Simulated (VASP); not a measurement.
# Pb3O (Fm-3m) in VASP: notebook

The runs below take Pb3O through single point, relaxation of cell and atoms, with PBE.

Everything below comes from runs of VASP 6.6.1. Logs are shortened: lines on timing, memory, paths and dates and some standing lists are left out, and cuts for length are marked.

### 1 The cell of the first run

Symmetry: Fm-3m, No. 225, cubic system. Conventional cell: a = 7.325 Å, b = 7.325 Å, c = 7.325 Å, α = 90.00°, β = 90.00°, γ = 90.00°. Within 4.2 Å of Pb (site symmetry m-3m) lie 8 Pb at 3.17 Å and 6 O at 3.66 Å. Within 4.2 Å of Pb (site symmetry -43m) lie 10 Pb at 3.17 to 3.66 Å and 4 O at 3.17 Å. Within 4.2 Å of O (site symmetry m-3m) lie 14 Pb at 3.17 to 3.66 Å.

### 2 Single point, PBE

INCAR reads:

```
SYSTEM = Pb3O
PREC = Accurate
ENCUT = 520
EDIFF = 1E-6
ISMEAR = 0
SIGMA = 0.1
LREAL = .FALSE.
LASPH = .TRUE.
NELM = 60
ALGO = Normal
ISIF = 2
LWAVE = .FALSE.
LCHARG = .FALSE.
GGA = PE
NBANDS = 32
```

KPOINTS reads:

```
regular mesh
0
G
  4 4 4
  0 0 0
```

POSCAR reads:

```
Pb3O
1.0
    0.0000000000      3.6626493852      3.6626493852
    3.6626493852      0.0000000000      3.6626493852
    3.6626493852      3.6626493852      0.0000000000
Pb O
3 1
Direct
    0.5000000000      0.5000000000      0.5000000000
    0.2500000000      0.2500000000      0.2500000000
    0.7500000000      0.7500000000      0.7500000000
    0.0000000000      0.0000000000      0.0000000000
```

Potentials or basis: VASP PAW PBE potentials, release 64 (Pb_d, O).

Run with:

```bash
> cat potpaw_PBE.64/Pb_d/POTCAR potpaw_PBE.64/O/POTCAR > POTCAR
> mpirun -np 1 vasp_std > vasp.out
```

OUTCAR:

```text
SYSTEM = Pb3O
   PREC = Accurate
   ENCUT = 520
   EDIFF = 1E-6
   ISMEAR = 0
   LREAL = .FALSE.
   LASPH = .TRUE.
   NELM = 60
   ISIF = 2
   GGA = PE

 ion  position               nearest neighbor table
   1  0.500  0.500  0.500-   2 3.17   2 3.17   2 3.17   2 3.17   3 3.17   3 3.17   3 3.17   3 3.17

   2  0.250  0.250  0.250-   1 3.17   1 3.17   1 3.17   1 3.17   3 3.66   3 3.66   3 3.66   3 3.66
                             3 3.66   3 3.66
   3  0.750  0.750  0.750-   1 3.17   1 3.17   1 3.17   1 3.17   2 3.66   2 3.66   2 3.66   2 3.66
                             2 3.66   2 3.66
   4  0.000  0.000  0.000-

  LATTYP: Found a face centered cubic cell.
 ALAT       =     7.3252987704

  Lattice vectors:

 A1 = (   0.0000000000,   3.6626493852,   3.6626493852)
 A2 = (   3.6626493852,   0.0000000000,   3.6626493852)
 A3 = (   3.6626493852,   3.6626493852,   0.0000000000)

Analysis of symmetry for initial positions (statically):
=====================================================================
 Subroutine PRICEL returns:
 Original cell was already a primitive cell.

 Routine SETGRP: Setting up the symmetry group for a
 face centered cubic supercell.

 Subroutine GETGRP returns: Found 48 space group operations
 (whereof 48 operations were pure point group operations)
 out of a pool of 48 trial point group operations.

The static configuration has the point symmetry O_h .

Analysis of symmetry for dynamics (positions and initial velocities):
=====================================================================
 Subroutine PRICEL returns:
 Original cell was already a primitive cell.

 Routine SETGRP: Setting up the symmetry group for a
 face centered cubic supercell.

 Subroutine GETGRP returns: Found 48 space group operations
 (whereof 48 operations were pure point group operations)
 out of a pool of 48 trial point group operations.

The dynamic configuration has the point symmetry O_h .

 Subroutine INISYM returns: Found 48 space group operations
 (whereof 48 operations are pure point group operations),
 and found     1 'primitive' translations

----------------------------------------------------------------------------------------

                                     Primitive cell

  volume of cell :      98.2689

  direct lattice vectors                    reciprocal lattice vectors
     0.000000000  3.662649385  3.662649385    -0.136513203  0.136513203  0.136513203
     3.662649385  0.000000000  3.662649385     0.136513203 -0.136513203  0.136513203
     3.662649385  3.662649385  0.000000000     0.136513203  0.136513203 -0.136513203

  length of vectors
     5.179768435  5.179768435  5.179768435     0.236447804  0.236447804  0.236447804

  position of ions in fractional coordinates (direct lattice)
     0.500000000  0.500000000  0.500000000
     0.250000000  0.250000000  0.250000000
     0.750000000  0.750000000  0.750000000
     0.000000000  0.000000000  0.000000000

  ion indices of the primitive-cell ions
   primitive index   ion index
                 1           1
                 2           2
                 3           3
                 4           4

----------------------------------------------------------------------------------------

 KPOINTS: regular mesh

Automatic generation of k-mesh.
 Grid dimensions read from file:
 generate k-points for:    4    4    4

 Generating k-lattice:

  Cartesian coordinates                     Fractional coordinates (reciprocal lattice)
    -0.034128301  0.034128301  0.034128301     0.250000000  0.000000000  0.000000000
     0.034128301 -0.034128301  0.034128301     0.000000000  0.250000000  0.000000000
     0.034128301  0.034128301 -0.034128301     0.000000000  0.000000000  0.250000000

  Length of vectors
     0.059111951  0.059111951  0.059111951

  Shift w.r.t. Gamma in fractional coordinates (k-lattice)
     0.000000000  0.000000000  0.000000000

 Subroutine IBZKPT returns following result:
 ===========================================

 Found      8 irreducible k-points:

 Following reciprocal coordinates:
            Coordinates               Weight
  0.000000  0.000000  0.000000      1.000000
  0.250000  0.000000  0.000000      8.000000
  0.500000  0.000000  0.000000      4.000000
  0.250000  0.250000  0.000000      6.000000
  0.500000  0.250000  0.000000     24.000000
 -0.250000  0.250000  0.000000     12.000000
  0.500000  0.500000  0.000000      3.000000
 -0.250000  0.500000  0.250000      6.000000
   k-points           NKPTS =      8   k-points in BZ     NKDIM =      8   number of bands    NBANDS=     32
   number of dos      NEDOS =    301   number of ions     NIONS =      4
   total plane-waves  NPLWV =  64000
   dimension x,y,z NGX =    40 NGY =   40 NGZ =   40
   dimension x,y,z NGXF=    80 NGYF=   80 NGZF=   80
   ions per type =               3   1
   NGX,Y,Z   is equivalent  to a cutoff of  12.84, 12.84, 12.84 a.u.
   NGXF,Y,Z  is equivalent  to a cutoff of  25.68, 25.68, 25.68 a.u.
 SYSTEM =  Pb3O
   PREC   = accura    normal or accurate (medium, high low for compatibility)
   ISTART =      0    job   : 0-new  1-cont  2-samecut
   ICHARG =      2    charge: 1-file 2-atom 10-const
   ISPIN  =      1    spin polarized calculation?
   LNONCOLLINEAR =      F non collinear calculations
   LSORBIT =      F    spin-orbit coupling
   LASPH  =      T    aspherical Exc in radial PAW
   ENCUT  =  520.0 eV  38.22 Ry    6.18 a.u.   9.63  9.63  9.63*2*pi/ulx,y,z
   NELM   =     60;   NELMIN=  2; NELMDL= -5     # of ELM steps
   EDIFF  = 0.1E-05   stopping-criterion for ELM
   LREAL  =      F    real-space projection
   EDIFFG = 0.1E-04   stopping-criterion for IOM
   NSW    =      0    number of steps for IOM
   IBRION =     -1    ionic relax: 0-MD 1-quasi-New 2-CG
   NFREE  =      0    steps in history (QN), initial steepest desc. (CG)
   ISIF   =      2    stress and relaxation
   ISYM   =      2    0-nonsym 1-usesym 2-fastsym
   POTIM  = 0.5000    time-step for ionic-motion
   TEBEG  =    0.0;   TEEND  =   0.0 temperature during run
   PSTRESS=    0.0 pullay stress
   NELECT =      48.0000    total number of electrons
   NUPDOWN=      -1.0000    fix difference up-down
   EMIN   =  10.00;   EMAX   =-10.00  energy-range for DOS
   EFERMI =   0.00;   METHOD = LEGACY
   ISMEAR =     0;   SIGMA  =   0.10  broadening in eV -4-tet -1-fermi 0-gaus
   EFERMI_NEDOS =   21; number of points for ismear=-14 and -15
   IALGO  =     38    algorithm
   IMIX   =      4    mixing-type and parameters
     AMIX     =   0.40;   BMIX     =  1.00
     AMIX_MAG =   1.60;   BMIX_MAG =  1.00
  volume/ion in A,a.u.               =      24.57       165.79
  Fermi-wavevector in a.u.,A,eV,Ry     =   1.289288  2.436401 22.616464  1.662263
  Thomas-Fermi vector in A             =   2.421190
   LORBIT       =      0    0 simple, 1 ext, 2 COOP (PROOUT), +10 PAW based schemes
   GGA     = PE    functional components
   LHFCALC =     F    Hartree Fock is set to
   AEXX    =    0.0000 exact exchange contribution
   IVDW    =     0    specifies the selected vdW correction
   LEPSILON=     F    determine dielectric tensor
   LRPA    =     F    only Hartree local field effects (RPA)
 non-spin polarized calculation
 Gauss-broadening in eV      SIGMA  =   0.10
  energy-cutoff  :      520.00
  volume of cell :       98.27
 maximum number of plane-waves:      2685
 NGX is ok and might be reduce to    40
   NGX = 19   NGY = 19   NGZ = 19

 number of electron      47.9999989 magnetization

 Free energy of the ion-electron system (eV)
  ---------------------------------------------------
  ext. energy  EPLUGINS =         0.00000000
  ---------------------------------------------------
  free energy    TOTEN  =       -15.05090415 eV

  energy without entropy =      -15.04585497  energy(sigma->0) =      -15.04837956

 E-fermi :   6.5592     XC(G=0): -10.2835

 val. band max:        6.3934858300   @ k =   0.5000   0.5000   0.0000
 cond. band min:       6.5661890593   @ k =   0.5000   0.0000   0.0000
 fundamental gap:      0.1727032293
 Fermi energy:         6.5592269311

 k-point     1 :       0.0000    0.0000    0.0000
  band No.  band energies     occupation
      1     -10.7622      2.00000
      2     -10.7622      2.00000
      3     -10.7125      2.00000
      4     -10.7125      2.00000
      5     -10.7125      2.00000
      6     -10.5815      2.00000
[... 24 lines left out ...]
     31      12.1582      0.00000
     32      12.9224      0.00000

 k-point     2 :       0.2500    0.0000    0.0000
  band No.  band energies     occupation
      1     -10.7526      2.00000
      2     -10.7526      2.00000
      3     -10.7457      2.00000
      4     -10.7057      2.00000
      5     -10.7057      2.00000
      6     -10.5499      2.00000
[... 24 lines left out ...]
     31      11.6281      0.00000
     32      14.7468      0.00000

 k-point     3 :       0.5000    0.0000    0.0000
  band No.  band energies     occupation
      1     -10.7838      2.00000
      2     -10.7838      2.00000
      3     -10.7226      2.00000
      4     -10.6072      2.00000
      5     -10.6072      2.00000
      6     -10.5374      2.00000
[... 24 lines left out ...]
     31      13.0699      0.00000
     32      15.6360      0.00000

 k-point     4 :       0.2500    0.2500    0.0000
  band No.  band energies     occupation
      1     -10.7762      2.00000
      2     -10.7762      2.00000
      3     -10.7122      2.00000
      4     -10.6966      2.00000
      5     -10.6890      2.00000
      6     -10.6010      2.00000
[... 24 lines left out ...]
     31      12.2689      0.00000
     32      13.3981      0.00000

 k-point     5 :       0.5000    0.2500    0.0000
  band No.  band energies     occupation
      1     -10.7941      2.00000
      2     -10.7819      2.00000
      3     -10.7274      2.00000
      4     -10.6591      2.00000
      5     -10.6305      2.00000
      6     -10.5487      2.00000
[... 24 lines left out ...]
     31      12.5149      0.00000
     32      15.1920      0.00000

 k-point     6 :      -0.2500    0.2500    0.0000
  band No.  band energies     occupation
      1     -10.7911      2.00000
      2     -10.7716      2.00000
      3     -10.7361      2.00000
      4     -10.6642      2.00000
      5     -10.6221      2.00000
      6     -10.5534      2.00000
[... 24 lines left out ...]
     31      13.2601      0.00000
     32      15.2162      0.00000

 k-point     7 :       0.5000    0.5000    0.0000
  band No.  band energies     occupation
      1     -10.8007      2.00000
      2     -10.8007      2.00000
      3     -10.7190      2.00000
      4     -10.7028      2.00000
      5     -10.6396      2.00000
      6     -10.5156      2.00000
[... 24 lines left out ...]
     31      12.5079      0.00000
     32      14.8149      0.00000

 k-point     8 :      -0.2500    0.5000    0.2500
  band No.  band energies     occupation
      1     -10.7906      2.00000
      2     -10.7607      2.00000
      3     -10.7607      2.00000
      4     -10.6581      2.00000
      5     -10.6083      2.00000
      6     -10.5740      2.00000
[... 24 lines left out ...]
     31      12.1438      0.00000
     32      15.4114      0.00000

------------------------ aborting loop because EDIFF is reached ----------------------------------------

  FORCE on cell =-STRESS in cart. coord.  units (eV):
  Direction    XX          YY          ZZ          XY          YZ          ZX
  --------------------------------------------------------------------------------------
  -------------------------------------------------------------------------------------
  Total       -0.0737047     -0.0737047     -0.0737047      0.0000000      0.0000000     -0.0000000
  in kB       -1.2016828     -1.2016828     -1.2016828      0.0000000      0.0000000     -0.0000000
  external PRESSURE =      -1.2016828 kB  Pullay stress =       0.0000000 kB

 VOLUME and BASIS-vectors are now :
 -----------------------------------------------------------------------------
  energy-cutoff  :      520.00
  volume of cell :       98.27
      direct lattice vectors                 reciprocal lattice vectors
     0.000000000  3.662649385  3.662649385    -0.136513203  0.136513203  0.136513203
     3.662649385  0.000000000  3.662649385     0.136513203 -0.136513203  0.136513203
     3.662649385  3.662649385  0.000000000     0.136513203  0.136513203 -0.136513203

 POSITION                                       TOTAL-FORCE (eV/Angst)
 -----------------------------------------------------------------------------------
      3.66265      3.66265      3.66265         0.000000     -0.000000      0.000000
      1.83132      1.83132      1.83132        -0.000000     -0.000000     -0.000000
      5.49397      5.49397      5.49397         0.000000      0.000000      0.000000
      0.00000      0.00000      0.00000         0.000000     -0.000000      0.000000
 -----------------------------------------------------------------------------------
    total drift:                               -0.000000      0.000000      0.000000

  FREE ENERGIE OF THE ION-ELECTRON SYSTEM (eV)
  ---------------------------------------------------
  free  energy   TOTEN  =       -15.0509041477 eV

  energy  without entropy=      -15.0458549679  energy(sigma->0) =      -15.04837956
```

Wall time 97 s (1 thread of AMD EPYC 7R13, shared host); peak memory 0.21 GiB.

Results:

* Free energy: -15.0509 eV
* Pressure: -0.1 GPa
* Band gap on the k mesh: zero (band 24 reaches 6.90 eV, above the bottom of band 25 at 6.08 eV)

Levels at points of the mesh, in eV from the Fermi level:
```csv
k point,band 22,band 23,band 24,band 25,band 26,band 27
"(0.00, 0.00, 0.00)",-1.62,-0.48,-0.48,-0.48,-0.23,-0.23
"(0.50, 0.00, 0.00)",-1.73,-1.73,-0.97,0.01,1.81,1.81
"(0.50, 0.50, 0.00)",-0.78,-0.17,-0.17,0.38,3.45,4.05
```

Caveat: the k points lie up to 0.37 Å⁻¹ apart; spin-orbit coupling is left out, which moves the levels of the heavy elements.

[end of part 1 of 2]
